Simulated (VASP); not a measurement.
# La (P6_3/mmc) in VASP: single point with PBE

Aim: the single point of La with PBE.

All numbers are computed with VASP 6.6.1; they aren't measurements. Logs are shortened: lines on timing, memory, paths and dates and some standing lists are left out, and cuts for length are marked.

## 1. The cell of the first run

It takes space group P6_3/mmc (No. 194, hexagonal). The conventional cell has a = 3.811 Å, b = 3.811 Å, c = 6.170 Å, α = 90.00°, β = 90.00°, γ = 120.00°. La (site symmetry -6m2) has 12 La at 3.79 to 3.81 Å within 5.0 Å.

## 2. Single point, PBE (38.81 Å³/atom)

File INCAR:

```
SYSTEM = La
  ALGO = Normal
  EDIFF = 1E-6
  ENCUT = 520
  GGA = PE
  ISIF = 2
  ISMEAR = -1
  LASPH = .True.
  LCHARG = .False.
  LREAL = .False.
  LWAVE = .False.
  NBANDS = 18
  NELM = 60
  PREC = Accurate
  SIGMA = 0.05
```

File KPOINTS:

```
k-points
0
Gamma
  11 11 6
  0 0 0
```

File POSCAR:

```
La
1.0
    3.8114884224      0.0000000000      0.0000000000
   -1.9057442111      3.3008458000      0.0000000000
    0.0000000000      0.0000000000      6.1695258859
La
2
Direct
    0.3333333333      0.6666666667      0.2500000000
    0.6666666667      0.3333333333      0.7500000000
```

Potentials or basis: VASP PAW PBE potentials, release 64 (La).

Started as:

```console
$ cat potpaw_PBE.64/La/POTCAR > POTCAR
$ mpirun -np 1 vasp_std > vasp.out
```

OUTCAR:

```text
SYSTEM = La
   EDIFF = 1E-6
   ENCUT = 520
   GGA = PE
   ISIF = 2
   ISMEAR = -1
   LASPH = .True.
   LREAL = .False.
   NELM = 60
   PREC = Accurate

 ion  position               nearest neighbor table
   1  0.333  0.667  0.250-
   2  0.667  0.333  0.750-

  LATTYP: Found a hexagonal cell.
 ALAT       =     3.8114884224
 C/A-ratio  =     1.6186657815

  Lattice vectors:

 A1 = (   3.8114884224,   0.0000000000,   0.0000000000)
 A2 = (  -1.9057442111,   3.3008458000,   0.0000000000)
 A3 = (   0.0000000000,   0.0000000000,   6.1695258859)

Analysis of symmetry for initial positions (statically):
=====================================================================
 Subroutine PRICEL returns:
 Original cell was already a primitive cell.

 Routine SETGRP: Setting up the symmetry group for a
 hexagonal supercell.

 Subroutine GETGRP returns: Found 24 space group operations
 (whereof 12 operations were pure point group operations)
 out of a pool of 24 trial point group operations.

The static configuration has the point symmetry D_3d.
 The point group associated with its full space group is D_6h.

Analysis of symmetry for dynamics (positions and initial velocities):
=====================================================================
 Subroutine PRICEL returns:
 Original cell was already a primitive cell.

 Routine SETGRP: Setting up the symmetry group for a
 hexagonal supercell.

 Subroutine GETGRP returns: Found 24 space group operations
 (whereof 12 operations were pure point group operations)
 out of a pool of 24 trial point group operations.

The dynamic configuration has the point symmetry D_3d.
 The point group associated with its full space group is D_6h.

 Subroutine INISYM returns: Found 24 space group operations
 (whereof 12 operations are pure point group operations),
 and found     1 'primitive' translations

----------------------------------------------------------------------------------------

                                     Primitive cell

  volume of cell :      77.6196

  direct lattice vectors                    reciprocal lattice vectors
     3.811488422  0.000000000  0.000000000     0.262364696  0.151476328  0.000000000
    -1.905744211  3.300845800  0.000000000     0.000000000  0.302952655  0.000000000
     0.000000000  0.000000000  6.169525886     0.000000000  0.000000000  0.162087009

  length of vectors
     3.811488422  3.811488422  6.169525886     0.302952655  0.302952655  0.162087009

  position of ions in fractional coordinates (direct lattice)
     0.333333333  0.666666667  0.250000000
     0.666666667  0.333333333  0.750000000

  ion indices of the primitive-cell ions
   primitive index   ion index
                 1           1
                 2           2

----------------------------------------------------------------------------------------

 KPOINTS: k-points

Automatic generation of k-mesh.
 Grid dimensions read from file:
 generate k-points for:   11   11    6

 Generating k-lattice:

  Cartesian coordinates                     Fractional coordinates (reciprocal lattice)
     0.023851336  0.013770575  0.000000000     0.090909091  0.000000000  0.000000000
     0.000000000  0.027541150  0.000000000     0.000000000  0.090909091  0.000000000
     0.000000000  0.000000000  0.027014502     0.000000000  0.000000000  0.166666667

  Length of vectors
     0.027541150  0.027541150  0.027014502

  Shift w.r.t. Gamma in fractional coordinates (k-lattice)
     0.000000000  0.000000000  0.000000000

 Subroutine IBZKPT returns following result:
 ===========================================

 Found     64 irreducible k-points:

 Following reciprocal coordinates:
            Coordinates               Weight
  0.000000  0.000000  0.000000      1.000000
  0.090909  0.000000  0.000000      6.000000
  0.181818 -0.000000  0.000000      6.000000
  0.272727 -0.000000  0.000000      6.000000
  0.363636  0.000000  0.000000      6.000000
  0.454545 -0.000000  0.000000      6.000000
[... 16 lines left out ...]
  0.090909  0.090909  0.166667     12.000000
  0.181818  0.090909  0.166667     24.000000
 [... further k-points ...]
   k-points           NKPTS =     64   k-points in BZ     NKDIM =     64   number of bands    NBANDS=     18
   number of dos      NEDOS =    301   number of ions     NIONS =      2
   total plane-waves  NPLWV =  37632
   dimension x,y,z NGX =    28 NGY =   28 NGZ =   48
   dimension x,y,z NGXF=    56 NGYF=   56 NGZF=   96
   ions per type =               2
   NGX,Y,Z   is equivalent  to a cutoff of  12.21, 12.21, 12.93 a.u.
   NGXF,Y,Z  is equivalent  to a cutoff of  24.43, 24.43, 25.87 a.u.
 SYSTEM =  La
   PREC   = accura    normal or accurate (medium, high low for compatibility)
   ISTART =      0    job   : 0-new  1-cont  2-samecut
   ICHARG =      2    charge: 1-file 2-atom 10-const
   ISPIN  =      1    spin polarized calculation?
   LNONCOLLINEAR =      F non collinear calculations
   LSORBIT =      F    spin-orbit coupling
   LASPH  =      T    aspherical Exc in radial PAW
   ENCUT  =  520.0 eV  38.22 Ry    6.18 a.u.   7.09  7.09 11.47*2*pi/ulx,y,z
   NELM   =     60;   NELMIN=  2; NELMDL= -5     # of ELM steps
   EDIFF  = 0.1E-05   stopping-criterion for ELM
   LREAL  =      F    real-space projection
   EDIFFG = 0.1E-04   stopping-criterion for IOM
   NSW    =      0    number of steps for IOM
   IBRION =     -1    ionic relax: 0-MD 1-quasi-New 2-CG
   NFREE  =      0    steps in history (QN), initial steepest desc. (CG)
   ISIF   =      2    stress and relaxation
   ISYM   =      2    0-nonsym 1-usesym 2-fastsym
   POTIM  = 0.5000    time-step for ionic-motion
   TEBEG  =    0.0;   TEEND  =   0.0 temperature during run
   PSTRESS=    0.0 pullay stress
   NELECT =      22.0000    total number of electrons
   NUPDOWN=      -1.0000    fix difference up-down
   EMIN   =  10.00;   EMAX   =-10.00  energy-range for DOS
   EFERMI =   0.00;   METHOD = LEGACY
   ISMEAR =    -1;   SIGMA  =   0.05  broadening in eV -4-tet -1-fermi 0-gaus
   EFERMI_NEDOS =   21; number of points for ismear=-14 and -15
   IALGO  =     38    algorithm
   IMIX   =      4    mixing-type and parameters
     AMIX     =   0.40;   BMIX     =  1.00
     AMIX_MAG =   1.60;   BMIX_MAG =  1.00
  volume/ion in A,a.u.               =      38.81       261.90
  Fermi-wavevector in a.u.,A,eV,Ry     =   1.075371  2.032157 15.734101  1.156424
  Thomas-Fermi vector in A             =   2.211226
   LORBIT       =      0    0 simple, 1 ext, 2 COOP (PROOUT), +10 PAW based schemes
   GGA     = PE    functional components
   LHFCALC =     F    Hartree Fock is set to
   AEXX    =    0.0000 exact exchange contribution
   IVDW    =     0    specifies the selected vdW correction
   LEPSILON=     F    determine dielectric tensor
   LRPA    =     F    only Hartree local field effects (RPA)
 non-spin polarized calculation
  energy-cutoff  :      520.00
  volume of cell :       77.62
 maximum number of plane-waves:      2105
   NGX = 15   NGY = 15   NGZ = 23

 number of electron      22.0000001 magnetization

 Free energy of the ion-electron system (eV)
  ---------------------------------------------------
  ext. energy  EPLUGINS =         0.00000000
  ---------------------------------------------------
  free energy    TOTEN  =        -9.72266586 eV

  energy without entropy =       -9.68700099  energy(sigma->0) =       -9.70483343

 E-fermi :   7.4435     XC(G=0):  -9.3843

 val. band max:        7.4224062378   @ k =   0.2727   0.2727   0.1667
 cond. band min:       7.4442940624   @ k =   0.1818  -0.0000   0.5000
 fundamental gap:      0.0218878246
 Fermi energy:         7.4434504570

 k-point     1 :       0.0000    0.0000    0.0000
  band No.  band energies     occupation
      1     -25.4811      2.00000
      2     -25.3117      2.00000
      3      -9.7730      2.00000
      4      -8.7272      2.00000
      5      -8.7272      2.00000
      6      -8.5644      2.00000
[... 10 lines left out ...]
     17       9.0645      0.00000
     18       9.0994      0.00000

 k-point     2 :       0.0909    0.0000    0.0000
  band No.  band energies     occupation
      1     -25.4699      2.00000
      2     -25.3065      2.00000
      3      -9.7424      2.00000
      4      -8.8050      2.00000
      5      -8.7516      2.00000
      6      -8.6445      2.00000
[... 10 lines left out ...]
     17       9.0827      0.00000
     18       9.0867      0.00000

 k-point     3 :       0.1818   -0.0000    0.0000
  band No.  band energies     occupation
      1     -25.4393      2.00000
      2     -25.2930      2.00000
      3      -9.6551      2.00000
      4      -9.0104      2.00000
      5      -8.8492      2.00000
      6      -8.8136      2.00000
[... 10 lines left out ...]
     17       9.1175      0.00000
     18       9.1390      0.00000

 k-point     4 :       0.2727   -0.0000    0.0000
  band No.  band energies     occupation
      1     -25.3967      2.00000
      2     -25.2771      2.00000
      3      -9.5248      2.00000
      4      -9.2720      2.00000
      5      -9.0985      2.00000
      6      -8.8899      2.00000
[... 10 lines left out ...]
     17       9.1851      0.00000
     18       9.2115      0.00000

 k-point     5 :       0.3636    0.0000    0.0000
  band No.  band energies     occupation
      1     -25.3535      2.00000
      2     -25.2660      2.00000
      3      -9.5043      2.00000
      4      -9.3764      2.00000
      5      -9.3130      2.00000
      6      -8.9565      2.00000
[... 10 lines left out ...]
     17       9.1943      0.00000
     18       9.2241      0.00000

 k-point     6 :       0.4545   -0.0000    0.0000
  band No.  band energies     occupation
      1     -25.3236      2.00000
      2     -25.2634      2.00000
      3      -9.6387      2.00000
      4      -9.4351      2.00000
      5      -9.2574      2.00000
      6      -8.9949      2.00000
[... 10 lines left out ...]
     17       9.2099      0.00000
     18       9.2485      0.00000

 k-point     7 :       0.0909    0.0909    0.0000
  band No.  band energies     occupation
      1     -25.4490      2.00000
      2     -25.2971      2.00000
      3      -9.6834      2.00000
      4      -8.9288      2.00000
      5      -8.8509      2.00000
      6      -8.7359      2.00000
[... 10 lines left out ...]
     17       9.1336      0.00000
     18       9.1767      0.00000

 k-point     8 :       0.1818    0.0909    0.0000
  band No.  band energies     occupation
      1     -25.4123      2.00000
      2     -25.2824      2.00000
      3      -9.5742      2.00000
      4      -9.1441      2.00000
      5      -9.0452      2.00000
      6      -8.8396      2.00000
[... 10 lines left out ...]
     17       9.1155      0.00000
     18       9.2256      0.00000
[... 229 lines left out ...]
     17       9.1431      0.00000
     18       9.1708      0.00000

 k-point    20 :       0.2727   -0.0000    0.1667
  band No.  band energies     occupation
      1     -25.3888      2.00000
      2     -25.2852      2.00000
      3      -9.5272      2.00000
      4      -9.2211      2.00000
      5      -9.1313      2.00000
      6      -8.8741      2.00000
[... 10 lines left out ...]
     17       9.1110      0.00000
     18       9.1858      0.00000

 k-point    21 :       0.3636    0.0000    0.1667
  band No.  band energies     occupation
      1     -25.3477      2.00000
      2     -25.2719      2.00000
      3      -9.5773      2.00000
      4      -9.3841      2.00000
      5      -9.2292      2.00000
      6      -8.9391      2.00000
[... 10 lines left out ...]
     17       9.1682      0.00000
     18       9.2114      0.00000

 k-point    22 :       0.4545   -0.0000    0.1667
  band No.  band energies     occupation
      1     -25.3196      2.00000
      2     -25.2675      2.00000
      3      -9.6806      2.00000
      4      -9.4945      2.00000
      5      -9.1668      2.00000
      6      -8.9765      2.00000
[... 10 lines left out ...]
     17       9.2011      0.00000
     18       9.2406      0.00000

 k-point    23 :       0.0909    0.0909    0.1667
  band No.  band energies     occupation
      1     -25.4391      2.00000
      2     -25.3075      2.00000
      3      -9.6249      2.00000
      4      -8.9088      2.00000
      5      -8.8701      2.00000
      6      -8.7628      2.00000
[... 10 lines left out ...]
     17       9.1454      0.00000
     18       9.1564      0.00000

 k-point    24 :       0.1818    0.0909    0.1667
  band No.  band energies     occupation
      1     -25.4038      2.00000
      2     -25.2913      2.00000
      3      -9.5468      2.00000
      4      -9.1185      2.00000
      5      -9.0626      2.00000
      6      -8.8478      2.00000
[... 10 lines left out ...]
     17       9.1394      0.00000
     18       9.1933      0.00000

 [... further k-points ...]

------------------------ aborting loop because EDIFF is reached ----------------------------------------

  FORCE on cell =-STRESS in cart. coord.  units (eV):
  Direction    XX          YY          ZZ          XY          YZ          ZX
  --------------------------------------------------------------------------------------
  -------------------------------------------------------------------------------------
  Total       -0.2811031     -0.2811031     -0.4309696     -0.0000000      0.0000000      0.0000000
  in kB       -5.8023580     -5.8023580     -8.8958109     -0.0000000      0.0000000      0.0000000
  external PRESSURE =      -6.8335089 kB  Pullay stress =       0.0000000 kB

 VOLUME and BASIS-vectors are now :
 -----------------------------------------------------------------------------
  energy-cutoff  :      520.00
  volume of cell :       77.62
      direct lattice vectors                 reciprocal lattice vectors
     3.811488422  0.000000000  0.000000000     0.262364696  0.151476328  0.000000000
    -1.905744211  3.300845800  0.000000000     0.000000000  0.302952655  0.000000000
     0.000000000  0.000000000  6.169525886     0.000000000  0.000000000  0.162087009

 POSITION                                       TOTAL-FORCE (eV/Angst)
 -----------------------------------------------------------------------------------
     -0.00000      2.20056      1.54238         0.000000     -0.000000      0.000000
      1.90574      1.10028      4.62714        -0.000000      0.000000      0.000000
 -----------------------------------------------------------------------------------
    total drift:                               -0.000000      0.000000     -0.000000

  FREE ENERGIE OF THE ION-ELECTRON SYSTEM (eV)
  ---------------------------------------------------
  free  energy   TOTEN  =        -9.7226658620 eV

  energy  without entropy=       -9.6870009895  energy(sigma->0) =       -9.70483343
```

Run time: 97 s. Hardware: 1 thread of Intel Xeon Platinum 8375C at 2.90GHz (Ice Lake), shared host; peak memory 0.25 GiB.

What came out:

```
Free energy            : -9.7227 eV
Pressure               : -0.7 GPa
Band gap on the k mesh : zero (bands 11 and 12 overlap by 1.40 eV)
```

Caveat: spin-orbit coupling is left out, which moves the levels of the heavy elements.

The gap in the log of VASP goes by the Fermi energy; the results here count the filled bands.